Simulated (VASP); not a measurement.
# Mg3ZrN (P6mm) in VASP: single point with PBE

Aim: the single point of Mg3ZrN with PBE.

Everything below comes from runs of VASP 6.6.1. Logs are shortened: lines on timing, memory, paths and dates and some standing lists are left out, and cuts for length are marked.

### Step 1. The cell of the first run

Symmetry: P6mm, No. 183, hexagonal system. The conventional cell has a = 4.990 Å, b = 4.990 Å, c = 7.019 Å, α = 90.00°, β = 90.00°, γ = 120.00°. Mg (site symmetry 3m) has 6 Mg at 2.88 to 3.37 Å and 3 Zr at 3.26 Å within 3.8 Å. Within 2.6 Å of Mg (site symmetry 6mm) lie 1 N at 1.95 Å. Within 2.4 Å of Zr (site symmetry 6mm) lie 1 N at 1.81 Å. N (site symmetry 6mm) has 1 Zr at 1.81 Å and 1 Mg at 1.95 Å within 2.4 Å.

The cell was generated, and may not be a known phase.

### Step 2. Single point, PBE

File INCAR:

```
SYSTEM = Mg3ZrN
PREC = Accurate
ENCUT = 840
EDIFF = 1E-6
ISMEAR = 0
SIGMA = 0.1
LREAL = .False.
LASPH = .True.
NELM = 120
ALGO = Normal
ISIF = 2
LWAVE = .False.
LCHARG = .True.
GGA = PE
LELF = .True.
LVHAR = .True.
NBANDS = 32
GGA_COMPAT = .False.
```

File KPOINTS:

```
Automatic mesh
0
Gamma
  6 6 2
  0 0 0
```

File POSCAR:

```
Mg3ZrN
1.0
    4.9896152710      0.0000000000      0.0000000000
   -2.4948076355      4.3211335798      0.0000000000
    0.0000000000      0.0000000000      7.0188722091
Mg Zr N
3 1 1
Direct
    0.3333333333      0.6666666667      0.2886311468
    0.6666666667      0.3333333333      0.2886311468
    0.0000000000      0.0000000000      0.5364881844
    0.0000000000      0.0000000000      0.0722266047
    0.0000000000      0.0000000000      0.8143092574
```

Potentials or basis: VASP PAW PBE potentials, release 64 (Mg_sv, Zr_sv, N).

Command:

```
cat potpaw_PBE.64/Mg_sv/POTCAR potpaw_PBE.64/Zr_sv/POTCAR potpaw_PBE.64/N/POTCAR > POTCAR
mpirun -np 1 vasp_std > vasp.out
```

OUTCAR:

```text
SYSTEM = Mg3ZrN
   PREC = Accurate
   ENCUT = 840
   EDIFF = 1E-6
   ISMEAR = 0
   LREAL = .False.
   LASPH = .True.
   NELM = 120
   ISIF = 2
   GGA = PE

 ion  position               nearest neighbor table
   1  0.333  0.667  0.289-
   2  0.667  0.333  0.289-
   3  0.000  0.000  0.536-   5 1.95
   4  0.000  0.000  0.072-   5 1.81
   5  0.000  0.000  0.814-   4 1.81   3 1.95

  LATTYP: Found a hexagonal cell.
 ALAT       =     4.9896152710
 C/A-ratio  =     1.4066960733

  Lattice vectors:

 A1 = (   4.9896152710,   0.0000000000,   0.0000000000)
 A2 = (  -2.4948076355,   4.3211335798,   0.0000000000)
 A3 = (   0.0000000000,   0.0000000000,   7.0188722091)

Analysis of symmetry for initial positions (statically):
=====================================================================
 Subroutine PRICEL returns:
 Original cell was already a primitive cell.

 Routine SETGRP: Setting up the symmetry group for a
 hexagonal supercell.

 Subroutine GETGRP returns: Found 12 space group operations
 (whereof 12 operations were pure point group operations)
 out of a pool of 24 trial point group operations.

The static configuration has the point symmetry C_6v.

Analysis of symmetry for dynamics (positions and initial velocities):
=====================================================================
 Subroutine PRICEL returns:
 Original cell was already a primitive cell.

 Routine SETGRP: Setting up the symmetry group for a
 hexagonal supercell.

 Subroutine GETGRP returns: Found 12 space group operations
 (whereof 12 operations were pure point group operations)
 out of a pool of 24 trial point group operations.

The dynamic configuration has the point symmetry C_6v.

 Subroutine INISYM returns: Found 12 space group operations
 (whereof 12 operations are pure point group operations),
 and found     1 'primitive' translations

----------------------------------------------------------------------------------------

                                     Primitive cell

  volume of cell :     151.3325

  direct lattice vectors                    reciprocal lattice vectors
     4.989615271  0.000000000  0.000000000     0.200416254  0.115710378  0.000000000
    -2.494807635  4.321133580  0.000000000     0.000000000  0.231420756  0.000000000
     0.000000000  0.000000000  7.018872209     0.000000000  0.000000000  0.142473031

  length of vectors
     4.989615271  4.989615271  7.018872209     0.231420756  0.231420756  0.142473031

  position of ions in fractional coordinates (direct lattice)
     0.333333333  0.666666667  0.288631147
     0.666666667  0.333333333  0.288631147
     0.000000000  0.000000000  0.536488184
     0.000000000  0.000000000  0.072226605
     0.000000000  0.000000000  0.814309257

  ion indices of the primitive-cell ions
   primitive index   ion index
                 1           1
                 2           2
                 3           3
                 4           4
                 5           5

----------------------------------------------------------------------------------------

 KPOINTS: Automatic mesh

Automatic generation of k-mesh.
 Grid dimensions read from file:
 generate k-points for:    6    6    2

 Generating k-lattice:

  Cartesian coordinates                     Fractional coordinates (reciprocal lattice)
     0.033402709  0.019285063  0.000000000     0.166666667 -0.000000000  0.000000000
     0.000000000  0.038570126  0.000000000     0.000000000  0.166666667  0.000000000
     0.000000000  0.000000000  0.071236516     0.000000000  0.000000000  0.500000000

  Length of vectors
     0.038570126  0.038570126  0.071236516

  Shift w.r.t. Gamma in fractional coordinates (k-lattice)
     0.000000000  0.000000000  0.000000000

 Subroutine IBZKPT returns following result:
 ===========================================

 Found     14 irreducible k-points:

 Following reciprocal coordinates:
            Coordinates               Weight
  0.000000  0.000000  0.000000      1.000000
  0.166667  0.000000  0.000000      6.000000
  0.333333  0.000000  0.000000      6.000000
  0.500000  0.000000  0.000000      3.000000
  0.166667  0.166667  0.000000      6.000000
  0.333333  0.166667  0.000000     12.000000
  0.333333  0.333333  0.000000      2.000000
  0.000000  0.000000  0.500000      1.000000
  0.166667  0.000000  0.500000      6.000000
  0.333333  0.000000  0.500000      6.000000
  0.500000  0.000000  0.500000      3.000000
  0.166667  0.166667  0.500000      6.000000
  0.333333  0.166667  0.500000     12.000000
  0.333333  0.333333  0.500000      2.000000
   k-points           NKPTS =     14   k-points in BZ     NKDIM =     14   number of bands    NBANDS=     32
   number of dos      NEDOS =    301   number of ions     NIONS =      5
   total plane-waves  NPLWV = 161280
   dimension x,y,z NGX =    48 NGY =   48 NGZ =   70
   dimension x,y,z NGXF=    96 NGYF=   96 NGZF=  140
   ions per type =               3   1   1
   NGX,Y,Z   is equivalent  to a cutoff of  15.99, 15.99, 16.58 a.u.
   NGXF,Y,Z  is equivalent  to a cutoff of  31.99, 31.99, 33.16 a.u.
 SYSTEM =  Mg3ZrN
   PREC   = accura    normal or accurate (medium, high low for compatibility)
   ISTART =      0    job   : 0-new  1-cont  2-samecut
   ICHARG =      2    charge: 1-file 2-atom 10-const
   ISPIN  =      1    spin polarized calculation?
   LNONCOLLINEAR =      F non collinear calculations
   LSORBIT =      F    spin-orbit coupling
   LASPH  =      T    aspherical Exc in radial PAW
   ENCUT  =  840.0 eV  61.74 Ry    7.86 a.u.  11.79 11.79 16.59*2*pi/ulx,y,z
   NELM   =    120;   NELMIN=  2; NELMDL= -5     # of ELM steps
   EDIFF  = 0.1E-05   stopping-criterion for ELM
   LREAL  =      F    real-space projection
[... 7 lines left out ...]
   TEBEG  =    0.0;   TEEND  =   0.0 temperature during run
   PSTRESS=    0.0 pullay stress
   NELECT =      47.0000    total number of electrons
   NUPDOWN=      -1.0000    fix difference up-down
   EMIN   =  10.00;   EMAX   =-10.00  energy-range for DOS
   EFERMI =   0.00;   METHOD = LEGACY
   ISMEAR =     0;   SIGMA  =   0.10  broadening in eV -4-tet -1-fermi 0-gaus
   EFERMI_NEDOS =   21; number of points for ismear=-14 and -15
   IALGO  =     38    algorithm
   IMIX   =      4    mixing-type and parameters
     AMIX     =   0.40;   BMIX     =  1.00
     AMIX_MAG =   1.60;   BMIX_MAG =  1.00
  volume/ion in A,a.u.               =      30.27       204.25
  Fermi-wavevector in a.u.,A,eV,Ry     =   1.108656  2.095056 16.723163  1.229118
  Thomas-Fermi vector in A             =   2.245186
   LORBIT       =      0    0 simple, 1 ext, 2 COOP (PROOUT), +10 PAW based schemes
   GGA     = PE    functional components
   LHFCALC =     F    Hartree Fock is set to
   AEXX    =    0.0000 exact exchange contribution
   IVDW    =     0    specifies the selected vdW correction
   LEPSILON=     F    determine dielectric tensor
   LRPA    =     F    only Hartree local field effects (RPA)
 non-spin polarized calculation
 Gauss-broadening in eV      SIGMA  =   0.10
  energy-cutoff  :      840.00
  volume of cell :      151.33
 maximum number of plane-waves:      8382
 NGX is ok and might be reduce to    48
   NGX = 23   NGY = 23   NGZ = 33

 number of electron      47.0000029 magnetization

 Free energy of the ion-electron system (eV)
  ---------------------------------------------------
  ext. energy  EPLUGINS =         0.00000000
  ---------------------------------------------------
  free energy    TOTEN  =       -19.88235932 eV

  energy without entropy =      -19.86476485  energy(sigma->0) =      -19.87356208

 E-fermi :   1.0618     XC(G=0):  -7.4805

 val. band max:        1.0467090489   @ k =   0.1667   0.0000   0.0000
 cond. band min:       1.1028425197   @ k =   0.0000   0.0000   0.0000
 fundamental gap:      0.0561334708
 Fermi energy:         1.0617656977

 k-point     1 :       0.0000    0.0000    0.0000
  band No.  band energies     occupation
      1     -74.5425      2.00000
      2     -74.5363      2.00000
      3     -74.4194      2.00000
      4     -47.7209      2.00000
      5     -41.3288      2.00000
      6     -41.3213      2.00000
[... 24 lines left out ...]
     31       5.2064      0.00000
     32       6.5138      0.00000

 k-point     2 :       0.1667    0.0000    0.0000
  band No.  band energies     occupation
      1     -74.5421      2.00000
      2     -74.5367      2.00000
      3     -74.4193      2.00000
      4     -47.7209      2.00000
      5     -41.3283      2.00000
      6     -41.3217      2.00000
[... 24 lines left out ...]
     31       5.9776      0.00000
     32       6.2248      0.00000

 k-point     3 :       0.3333    0.0000    0.0000
  band No.  band energies     occupation
      1     -74.5411      2.00000
      2     -74.5377      2.00000
      3     -74.4193      2.00000
      4     -47.7208      2.00000
      5     -41.3272      2.00000
      6     -41.3229      2.00000
[... 24 lines left out ...]
     31       5.3304      0.00000
     32       5.8135      0.00000

 k-point     4 :       0.5000    0.0000    0.0000
  band No.  band energies     occupation
      1     -74.5404      2.00000
      2     -74.5384      2.00000
      3     -74.4193      2.00000
      4     -47.7208      2.00000
      5     -41.3263      2.00000
      6     -41.3238      2.00000
[... 24 lines left out ...]
     31       5.3755      0.00000
     32       5.5363      0.00000

 k-point     5 :       0.1667    0.1667    0.0000
  band No.  band energies     occupation
      1     -74.5414      2.00000
      2     -74.5374      2.00000
      3     -74.4193      2.00000
      4     -47.7209      2.00000
      5     -41.3275      2.00000
      6     -41.3225      2.00000
[... 24 lines left out ...]
     31       5.4384      0.00000
     32       5.5882      0.00000

 k-point     6 :       0.3333    0.1667    0.0000
  band No.  band energies     occupation
      1     -74.5404      2.00000
      2     -74.5384      2.00000
      3     -74.4194      2.00000
      4     -47.7208      2.00000
      5     -41.3263      2.00000
      6     -41.3238      2.00000
[... 24 lines left out ...]
     31       5.4247      0.00000
     32       5.5875      0.00000

 k-point     7 :       0.3333    0.3333    0.0000
  band No.  band energies     occupation
      1     -74.5394      2.00000
      2     -74.5394      2.00000
      3     -74.4193      2.00000
      4     -47.7208      2.00000
      5     -41.3250      2.00000
      6     -41.3250      2.00000
[... 24 lines left out ...]
     31       6.0344      0.00000
     32       6.4294      0.00000

 k-point     8 :       0.0000    0.0000    0.5000
  band No.  band energies     occupation
      1     -74.5424      2.00000
      2     -74.5364      2.00000
      3     -74.4193      2.00000
      4     -47.7209      2.00000
      5     -41.3287      2.00000
      6     -41.3213      2.00000
[... 24 lines left out ...]
     31       5.3410      0.00000
     32       5.3411      0.00000

 k-point     9 :       0.1667    0.0000    0.5000
  band No.  band energies     occupation
      1     -74.5421      2.00000
      2     -74.5367      2.00000
      3     -74.4193      2.00000
      4     -47.7209      2.00000
      5     -41.3283      2.00000
      6     -41.3217      2.00000
[... 24 lines left out ...]
     31       5.7090      0.00000
     32       5.9966      0.00000

 k-point    10 :       0.3333    0.0000    0.5000
  band No.  band energies     occupation
      1     -74.5412      2.00000
      2     -74.5376      2.00000
      3     -74.4194      2.00000
      4     -47.7208      2.00000
      5     -41.3272      2.00000
      6     -41.3228      2.00000
[... 24 lines left out ...]
     31       5.2279      0.00000
     32       6.3393      0.00000

 k-point    11 :       0.5000    0.0000    0.5000
  band No.  band energies     occupation
      1     -74.5405      2.00000
      2     -74.5384      2.00000
      3     -74.4193      2.00000
      4     -47.7208      2.00000
      5     -41.3263      2.00000
      6     -41.3237      2.00000
[... 24 lines left out ...]
     31       5.0121      0.00000
     32       6.0894      0.00000

 k-point    12 :       0.1667    0.1667    0.5000
  band No.  band energies     occupation
      1     -74.5415      2.00000
      2     -74.5373      2.00000
      3     -74.4193      2.00000
      4     -47.7209      2.00000
      5     -41.3275      2.00000
      6     -41.3225      2.00000
[... 24 lines left out ...]
     31       5.5915      0.00000
     32       5.6895      0.00000

 k-point    13 :       0.3333    0.1667    0.5000
  band No.  band energies     occupation
      1     -74.5404      2.00000
      2     -74.5384      2.00000
      3     -74.4193      2.00000
      4     -47.7208      2.00000
      5     -41.3263      2.00000
      6     -41.3238      2.00000
[... 24 lines left out ...]
     31       5.2363      0.00000
     32       5.6931      0.00000

 k-point    14 :       0.3333    0.3333    0.5000
  band No.  band energies     occupation
      1     -74.5394      2.00000
      2     -74.5394      2.00000
      3     -74.4193      2.00000
      4     -47.7208      2.00000
      5     -41.3250      2.00000
      6     -41.3250      2.00000
[... 24 lines left out ...]
     31       5.1449      0.00000
     32       6.1781      0.00000

------------------------ aborting loop because EDIFF is reached ----------------------------------------

  FORCE on cell =-STRESS in cart. coord.  units (eV):
  Direction    XX          YY          ZZ          XY          YZ          ZX
  --------------------------------------------------------------------------------------
  -------------------------------------------------------------------------------------
  Total        0.2083532      0.2083532      0.0422988      0.0000000      0.0000000      0.0000000
  in kB        2.2058633      2.2058633      0.4478229      0.0000000      0.0000000      0.0000000
  external PRESSURE =       1.6198498 kB  Pullay stress =       0.0000000 kB

 VOLUME and BASIS-vectors are now :
 -----------------------------------------------------------------------------
  energy-cutoff  :      840.00
  volume of cell :      151.33
      direct lattice vectors                 reciprocal lattice vectors
     4.989615271  0.000000000  0.000000000     0.200416254  0.115710378  0.000000000
    -2.494807635  4.321133580  0.000000000     0.000000000  0.231420756  0.000000000
     0.000000000  0.000000000  7.018872209     0.000000000  0.000000000  0.142473031

 POSITION                                       TOTAL-FORCE (eV/Angst)
 -----------------------------------------------------------------------------------
     -0.00000      2.88076      2.02587         0.000000      0.000000      0.000174
      2.49481      1.44038      2.02587        -0.000000     -0.000000      0.000174
      0.00000      0.00000      3.76554         0.000000      0.000000     -0.013037
      0.00000      0.00000      0.50695         0.000000      0.000000      0.120954
      0.00000      0.00000      5.71553         0.000000      0.000000     -0.108266
 -----------------------------------------------------------------------------------
    total drift:                               -0.000000     -0.000000      0.002883

  FREE ENERGIE OF THE ION-ELECTRON SYSTEM (eV)
  ---------------------------------------------------
  free  energy   TOTEN  =       -19.8823593171 eV

  energy  without entropy=      -19.8647648468  energy(sigma->0) =      -19.87356208
```

It took 1.9 min on 1 thread of Intel Xeon 6975P-C (Granite Rapids), shared host; peak memory 0.47 GiB.

Results:

- Free energy: -19.8824 eV
- Pressure: 0.2 GPa
- Largest force: 0.121 eV/Å
- Band gap on the k mesh: zero (an odd number of electrons rules out a gap without spin polarisation)

Forces in eV/Å, atoms in the order of the input:
```
Mg   0.000  0.000  0.000
Mg   0.000  0.000  0.000
Mg   0.000  0.000 -0.013
Zr   0.000  0.000  0.121
N    0.000  0.000 -0.108
```

Caveat: the k points lie up to 0.45 Å⁻¹ apart, too coarse for converged energies and pressures of a metal.

The gap in the log of VASP goes by the Fermi energy; the results here count the filled bands.